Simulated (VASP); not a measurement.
# SiC (rocksalt type) (Fm-3m) in VASP: further runs

The runs below take SiC (rocksalt type) through single point, with r2SCAN.

Everything below comes from runs of VASP 6.6.1. Logs are shortened: lines on timing, memory, paths and dates and some standing lists are left out, and cuts for length are marked.

## 1. The cell of the first run

The structure is cubic, space group Fm-3m (No. 225). The conventional cell has a = 3.300 Å, b = 3.300 Å, c = 3.300 Å, α = 90.00°, β = 90.00°, γ = 90.00°. Si (site symmetry m-3m) has 6 C at 1.65 Å within 2.2 Å. C (site symmetry m-3m) has 6 Si at 1.65 Å within 2.2 Å.

## 2. Single point, r2SCAN (volume scaled by 0.55)

POSCAR reads:

```
SiC
1.0
    0.0000000000      1.6501753373      1.6501753373
    1.6501753373      0.0000000000      1.6501753373
    1.6501753373      1.6501753373      0.0000000000
Si C
1 1
Direct
    0.0000000000      0.0000000000      0.0000000000
    0.5000000000      0.5000000000      0.5000000000
```

INCAR.step1 reads:

```
  ALGO = Normal
  EDIFF = 1E-5
  ENCUT = 660
  GGA = PE
  GGA_COMPAT = False
  ISMEAR = -1
  LASPH = True
  LCHARG = False
  LREAL = False
  LWAVE = True
  NBANDS = 11
  NELM = 120
  PREC = Accurate
  SIGMA = 0.1
```

INCAR.step2 reads:

```
  ALGO = Normal
  EDIFF = 1E-6
  ENCUT = 660
  GGA_COMPAT = False
  ISIF = 2
  ISMEAR = -1
  ISTART = 1
  LASPH = True
  LCHARG = False
  LMIXTAU = True
  LREAL = False
  LWAVE = False
  METAGGA = R2SCAN
  NBANDS = 11
  NELM = 120
  PREC = Accurate
  SIGMA = 0.1
```

KPOINTS reads:

```
k-points
0
Gamma
  17 17 17
```

Potentials or basis: VASP PAW PBE potentials, release 64 (Si, C).

Started as:

```console
> cat potpaw_PBE.64/Si/POTCAR potpaw_PBE.64/C/POTCAR > POTCAR
> cp INCAR.step1 INCAR
> mpirun -np 1 vasp_std > vasp.out
> cp INCAR.step2 INCAR
> mpirun -np 1 vasp_std > vasp.out
```

OUTCAR:

```text
EDIFF = 1E-6
   ENCUT = 660
   ISIF = 2
   ISMEAR = -1
   ISTART = 1
   LASPH = True
   LREAL = False
   METAGGA = R2SCAN
   NELM = 120
   PREC = Accurate

 ion  position               nearest neighbor table
   1  0.000  0.000  0.000-   2 1.65   2 1.65   2 1.65   2 1.65   2 1.65   2 1.65
   2  0.500  0.500  0.500-   1 1.65   1 1.65   1 1.65   1 1.65   1 1.65   1 1.65

  LATTYP: Found a face centered cubic cell.
 ALAT       =     3.3003506746

  Lattice vectors:

 A1 = (   0.0000000000,   1.6501753373,   1.6501753373)
 A2 = (   1.6501753373,   0.0000000000,   1.6501753373)
 A3 = (   1.6501753373,   1.6501753373,   0.0000000000)

Analysis of symmetry for initial positions (statically):
=====================================================================
 Subroutine PRICEL returns:
 Original cell was already a primitive cell.

 Routine SETGRP: Setting up the symmetry group for a
 face centered cubic supercell.

 Subroutine GETGRP returns: Found 48 space group operations
 (whereof 48 operations were pure point group operations)
 out of a pool of 48 trial point group operations.

The static configuration has the point symmetry O_h .

Analysis of symmetry for dynamics (positions and initial velocities):
=====================================================================
 Subroutine PRICEL returns:
 Original cell was already a primitive cell.

 Routine SETGRP: Setting up the symmetry group for a
 face centered cubic supercell.

 Subroutine GETGRP returns: Found 48 space group operations
 (whereof 48 operations were pure point group operations)
 out of a pool of 48 trial point group operations.

The dynamic configuration has the point symmetry O_h .

 Subroutine INISYM returns: Found 48 space group operations
 (whereof 48 operations are pure point group operations),
 and found     1 'primitive' translations

----------------------------------------------------------------------------------------

                                     Primitive cell

  volume of cell :       8.9871

  direct lattice vectors                    reciprocal lattice vectors
     0.000000000  1.650175337  1.650175337    -0.302998105  0.302998105  0.302998105
     1.650175337  0.000000000  1.650175337     0.302998105 -0.302998105  0.302998105
     1.650175337  1.650175337  0.000000000     0.302998105  0.302998105 -0.302998105

  length of vectors
     2.333700342  2.333700342  2.333700342     0.524808112  0.524808112  0.524808112

  position of ions in fractional coordinates (direct lattice)
     0.000000000  0.000000000  0.000000000
[... 80 lines left out ...]
   EDIFFG = 0.1E-04   stopping-criterion for IOM
   NSW    =      0    number of steps for IOM
   IBRION =     -1    ionic relax: 0-MD 1-quasi-New 2-CG
   NFREE  =      0    steps in history (QN), initial steepest desc. (CG)
   ISIF   =      2    stress and relaxation
   ISYM   =      2    0-nonsym 1-usesym 2-fastsym
   POTIM  = 0.5000    time-step for ionic-motion
   TEBEG  =    0.0;   TEEND  =   0.0 temperature during run
   PSTRESS=    0.0 pullay stress
   NELECT =       8.0000    total number of electrons
   NUPDOWN=      -1.0000    fix difference up-down
   EMIN   =  10.00;   EMAX   =-10.00  energy-range for DOS
   EFERMI =   0.00;   METHOD = LEGACY
   ISMEAR =    -1;   SIGMA  =   0.10  broadening in eV -4-tet -1-fermi 0-gaus
   EFERMI_NEDOS =   21; number of points for ismear=-14 and -15
   IALGO  =     38    algorithm
   IMIX   =      4    mixing-type and parameters
     AMIX     =   0.40;   BMIX     =  1.00
     AMIX_MAG =   1.60;   BMIX_MAG =  1.00
  volume/ion in A,a.u.               =       4.49        30.32
  Fermi-wavevector in a.u.,A,eV,Ry     =   1.574822  2.975982 33.743313  2.480064
  Thomas-Fermi vector in A             =   2.675898
   LORBIT       =      0    0 simple, 1 ext, 2 COOP (PROOUT), +10 PAW based schemes
   METAGGA = R2SCAN    functional components
   LHFCALC =     F    Hartree Fock is set to
   AEXX    =    0.0000 exact exchange contribution
   IVDW    =     0    specifies the selected vdW correction
   LEPSILON=     F    determine dielectric tensor
   LRPA    =     F    only Hartree local field effects (RPA)
 non-spin polarized calculation
  energy-cutoff  :      660.00
  volume of cell :        8.99
 maximum number of plane-waves:       357
   NGX =  9   NGY =  9   NGZ =  9

 number of electron       8.0000000 magnetization

 Free energy of the ion-electron system (eV)
  ---------------------------------------------------
  ext. energy  EPLUGINS =         0.00000000
  ---------------------------------------------------
  free energy    TOTEN  =       -10.09052481 eV

  energy without entropy =      -10.08836971  energy(sigma->0) =      -10.08944726

 E-fermi :  24.0609     XC(G=0): -16.6428

 val. band max:       24.0515764485   @ k =  -0.4706   0.4706   0.0000
 cond. band min:      24.0804123063   @ k =   0.0588   0.0000   0.0000
 fundamental gap:      0.0288358578
 Fermi energy:        24.0608517802

 k-point     1 :       0.0000    0.0000    0.0000
  band No.  band energies     occupation
      1      -3.9662      2.00000
      2      24.2788      0.20317
      3      24.2788      0.20317
      4      24.2788      0.20317
      5      33.7040      0.00000
      6      33.7040      0.00000
      7      33.7040      0.00000
      8      42.1996      0.00000
      9      42.1996      0.00000
     10      42.7145      0.00000
     11      47.5645      0.00000
[... 309 lines left out ...]
 k-point    24 :      -0.1176    0.0588    0.0000
  band No.  band energies     occupation
      1      -3.1495      2.00000
      2      20.7245      2.00000
      3      22.2302      2.00000
      4      23.7195      1.93628
      5      33.4914      0.00000
      6      34.7148      0.00000
      7      36.2812      0.00000
      8      39.3587      0.00000
      9      41.2527      0.00000
     10      47.1328      0.00000
     11      48.3849      0.00000

 [... further k-points ...]
[... 5 lines left out ...]
  --------------------------------------------------------------------------------------
  -------------------------------------------------------------------------------------
  Total       29.9933654     29.9933654     29.9933654     -0.0000000      0.0000000     -0.0000000
  in kB     5347.0655633   5347.0655633   5347.0655633     -0.0000000      0.0000000     -0.0000000
  external PRESSURE =    5347.0655633 kB  Pullay stress =       0.0000000 kB

 VOLUME and BASIS-vectors are now :
 -----------------------------------------------------------------------------
  energy-cutoff  :      660.00
  volume of cell :        8.99
      direct lattice vectors                 reciprocal lattice vectors
     0.000000000  1.650175337  1.650175337    -0.302998105  0.302998105  0.302998105
     1.650175337  0.000000000  1.650175337     0.302998105 -0.302998105  0.302998105
     1.650175337  1.650175337  0.000000000     0.302998105  0.302998105 -0.302998105

 POSITION                                       TOTAL-FORCE (eV/Angst)
 -----------------------------------------------------------------------------------
      0.00000      0.00000      0.00000        -0.000000     -0.000000     -0.000000
      1.65018      1.65018      1.65018         0.000000      0.000000      0.000000
 -----------------------------------------------------------------------------------
    total drift:                                0.000000      0.000000      0.000000

  FREE ENERGIE OF THE ION-ELECTRON SYSTEM (eV)
  ---------------------------------------------------
  free  energy   TOTEN  =       -10.0905248106 eV

  energy  without entropy=      -10.0883697071  energy(sigma->0) =      -10.08944726
```

OSZICAR.step1:

```text
N       E                     dE             d eps       ncg     rms          rms(c)
DAV:   1     0.138842901732E+02    0.13884E+02   -0.56841E+03  4169   0.830E+02
DAV:   2    -0.819820008111E+01   -0.22082E+02   -0.21012E+02  4615   0.145E+02
DAV:   3    -0.858429412688E+01   -0.38609E+00   -0.38536E+00  4359   0.136E+01
DAV:   4    -0.858466802622E+01   -0.37390E-03   -0.37389E-03  3984   0.513E-01
DAV:   5    -0.858466830828E+01   -0.28206E-06   -0.27973E-06  4333   0.134E-02    0.206E+01
DAV:   6    -0.614036001820E+01    0.24443E+01   -0.40618E+00  3852   0.126E+01    0.105E+01
DAV:   7    -0.580186928294E+01    0.33849E+00   -0.11864E+00  4203   0.709E+00    0.277E+00
DAV:   8    -0.579095275474E+01    0.10917E-01   -0.15762E-02  3932   0.993E-01    0.667E-01
DAV:   9    -0.579001420296E+01    0.93855E-03   -0.79973E-04  4336   0.223E-01    0.266E-01
DAV:  10    -0.579000890717E+01    0.52958E-05   -0.13866E-05  3460   0.289E-02
   1 F= -.57900089E+01 E0= -.57885681E+01  d E =-.288158E-02
```

Wall time 69 s (1 thread of Intel Xeon 6975P-C, shared host); peak memory 0.14 GiB.

What came out:

```yaml
Free_energy: -10.0905 eV
Pressure: 534.7 GPa
Band_gap_on_the_k_mesh: zero (band 4 reaches 24.28 eV, above the bottom of band 5 at 23.41 eV)
```

Levels at points of the mesh, in eV from the Fermi level:
```csv
k point,band 2,band 3,band 4,band 5,band 6,band 7
"(0.00, 0.00, 0.00)",0.22,0.22,0.22,9.64,9.64,9.64
```

Caveat: the PAW data sets were made with another functional, which shifts forces and pressure a little.

## 3. Single point, r2SCAN (volume scaled by 0.55, level accurate)

POSCAR is that of step 2.

INCAR.step1 reads:

```
SYSTEM = SiC
ALGO     = Normal         ! electronic algorithm
EDIFF    = 1E-5           ! SCF threshold, eV
ENCUT    = 660            ! plane-wave cutoff, eV
GGA      = PE             ! functional
GGA_COMPAT= .False.      
ISMEAR   = -1             ! smearing method
LASPH    = .True.         ! aspherical terms in the spheres
LCHARG   = .False.        ! write CHGCAR
LREAL    = .False.        ! projectors in reciprocal space
LWAVE    = .True.         ! write WAVECAR
NBANDS   = 11             ! bands
NELM     = 120            ! most SCF steps
PREC     = Accurate       ! precision mode
SIGMA    = 0.1            ! smearing width, eV
```

INCAR.step2 reads:

```
SYSTEM = SiC
ALGO     = Normal         ! electronic algorithm
EDIFF    = 1E-6           ! SCF threshold, eV
ENCUT    = 660            ! plane-wave cutoff, eV
GGA_COMPAT= .False.      
ISIF     = 2              ! what is computed and relaxed
ISMEAR   = -1             ! smearing method
ISTART   = 1            
LASPH    = .True.         ! aspherical terms in the spheres
LCHARG   = .False.        ! write CHGCAR
LMIXTAU  = .True.       
LREAL    = .False.        ! projectors in reciprocal space
LWAVE    = .False.        ! write WAVECAR
METAGGA  = R2SCAN         ! meta-GGA
NBANDS   = 11             ! bands
NELM     = 120            ! most SCF steps
PREC     = Accurate       ! precision mode
SIGMA    = 0.1            ! smearing width, eV
```

KPOINTS reads:

```
k-points
0
Gamma
  17 17 17
  0 0 0
```

Potentials or basis: VASP PAW PBE potentials, release 64 (Si, C).

Started as:

```console
> cat potpaw_PBE.64/Si/POTCAR potpaw_PBE.64/C/POTCAR > POTCAR
> cp INCAR.step1 INCAR
> mpirun -np 1 vasp_std > vasp.out
> cp INCAR.step2 INCAR
> mpirun -np 1 vasp_std > vasp.out
```

Wall time 68 s (1 thread of Intel Xeon 6975P-C, shared host); peak memory 0.14 GiB.

It converged, with:

* Free energy: -10.0905 eV
* Pressure: 534.7 GPa
* Band gap on the k mesh: zero (band 4 reaches 24.28 eV, above the bottom of band 5 at 23.41 eV)

Levels at points of the mesh, in eV from the Fermi level:
```
           k point  band 1  band 2  band 3  band 4  band 5  band 6  band 7  band 8
(0.00, 0.00, 0.00)  -28.03    0.22    0.22    0.22    9.64    9.64    9.64   18.14
```

Caveat: the PAW data sets were made with another functional, which shifts forces and pressure a little.

## 4. Single point, r2SCAN (volume scaled by 0.64)

POSCAR reads:

```
SiC
1.0
    0.0000000000      1.7356781126      1.7356781126
    1.7356781126      0.0000000000      1.7356781126
    1.7356781126      1.7356781126      0.0000000000
Si C
1 1
Direct
    0.0000000000      0.0000000000      0.0000000000
    0.5000000000      0.5000000000      0.5000000000
```

INCAR.step1 reads:

```
SYSTEM = SiC
ALGO = Normal
EDIFF = 1E-5
ENCUT = 660
GGA = PE
GGA_COMPAT = .FALSE.
ISMEAR = -1
LASPH = .TRUE.
LCHARG = .FALSE.
LREAL = .FALSE.
LWAVE = .TRUE.
NBANDS = 11
NELM = 120
PREC = Accurate
SIGMA = 0.1
```

INCAR.step2 reads:

```
SYSTEM = SiC
ALGO = Normal
EDIFF = 1E-6
ENCUT = 660
GGA_COMPAT = .FALSE.
ISIF = 2
ISMEAR = -1
ISTART = 1
LASPH = .TRUE.
LCHARG = .FALSE.
LMIXTAU = .TRUE.
LREAL = .FALSE.
LWAVE = .FALSE.
METAGGA = R2SCAN
NBANDS = 11
NELM = 120
PREC = Accurate
SIGMA = 0.1
```

KPOINTS reads:

```
k-points
0
G
  17 17 17
  0 0 0
```

Started as:

```console
> cat potpaw_PBE.64/Si/POTCAR potpaw_PBE.64/C/POTCAR > POTCAR
> cp INCAR.step1 INCAR
> mpirun -np 1 vasp_std > vasp.out
> cp INCAR.step2 INCAR
> mpirun -np 1 vasp_std > vasp.out
```

Wall time 67 s (1 thread of Intel Xeon 6975P-C, shared host); peak memory 0.16 GiB.

It converged, with:

```
Free energy            : -13.8344 eV
Pressure               : 301.3 GPa
Band gap on the k mesh : 0.32 eV, indirect (least direct gap 6.99 eV)
```

Levels at points of the mesh, in eV from the valence-band top:
```tsv
k point	band 2	band 3	band 4	band 5	band 6	band 7
(0.00, 0.00, 0.00)	0.00	0.00	0.00	9.47	9.47	9.47
```

Caveat: the PAW data sets were made with another functional, which shifts forces and pressure a little. A k mesh can miss the band edges.

## 5. Single point, r2SCAN (volume scaled by 0.72)

POSCAR reads:

```
SiC
1.0
    0.0000000000      1.8051779820      1.8051779820
    1.8051779820      0.0000000000      1.8051779820
    1.8051779820      1.8051779820      0.0000000000
Si C
1 1
Direct
    0.0000000000      0.0000000000      0.0000000000
    0.5000000000      0.5000000000      0.5000000000
```

INCAR.step1 reads:

```
SYSTEM = SiC
ALGO = Normal ; EDIFF = 1E-5
ENCUT = 660 ; GGA = PE
GGA_COMPAT = .FALSE. ; ISMEAR = -1
LASPH = .TRUE. ; LCHARG = .FALSE.
LREAL = .FALSE. ; LWAVE = .TRUE.
NBANDS = 11 ; NELM = 120
PREC = Accurate ; SIGMA = 0.1
```

INCAR.step2 reads:

```
SYSTEM = SiC
ALGO = Normal ; EDIFF = 1E-6
ENCUT = 660 ; GGA_COMPAT = .FALSE.
ISIF = 2 ; ISMEAR = -1
ISTART = 1 ; LASPH = .TRUE.
LCHARG = .FALSE. ; LMIXTAU = .TRUE.
LREAL = .FALSE. ; LWAVE = .FALSE.
METAGGA = R2SCAN ; NBANDS = 11
NELM = 120 ; PREC = Accurate
SIGMA = 0.1
```

KPOINTS is that of step 4.

Started as:

```console
> cat potpaw_PBE.64/Si/POTCAR potpaw_PBE.64/C/POTCAR > POTCAR
> cp INCAR.step1 INCAR
> mpirun -np 1 vasp_std > vasp.out
> cp INCAR.step2 INCAR
> mpirun -np 1 vasp_std > vasp.out
```

It took 65 s on 1 thread of Intel Xeon 6975P-C, shared host; peak memory 0.16 GiB.

The run converged. Its results:

```yaml
Free_energy: -15.7489 eV
Pressure: 176.7 GPa
Band_gap_on_the_k_mesh: 1.13 eV, indirect (least direct gap 7.21 eV)
```

Levels at points of the mesh, in eV from the valence-band top:
```tsv
k point	band 1	band 2	band 3	band 4	band 5	band 6	band 7	band 8
(0.00, 0.00, 0.00)	-24.02	0.00	0.00	0.00	9.48	9.48	9.48	15.71
```

Caveat: the PAW data sets were made with another functional, which shifts forces and pressure a little.

## 6. The runs side by side

```csv
cell,gap on the mesh (eV),pressure (GPa)
"a = 2.334 Å, angles 60.0°, 2 atoms",none,534.7
"a = 2.455 Å, angles 60.0°, 2 atoms",0.32,301.3
"a = 2.553 Å, angles 60.0°, 2 atoms",1.13,176.7
```

Alike in all rows: task single point; level r2SCAN; potentials or basis VASP PAW PBE potentials, release 64 (Si, C); no spin polarisation; k mesh 17 × 17 × 17; cutoff (eV) 660; smearing fermi-dirac 0.1 eV.

Caveats: the PAW data sets were made with another functional, which shifts forces and pressure a little.

Total energies depend on the potentials used, so only differences within one code and one set of settings carry meaning.
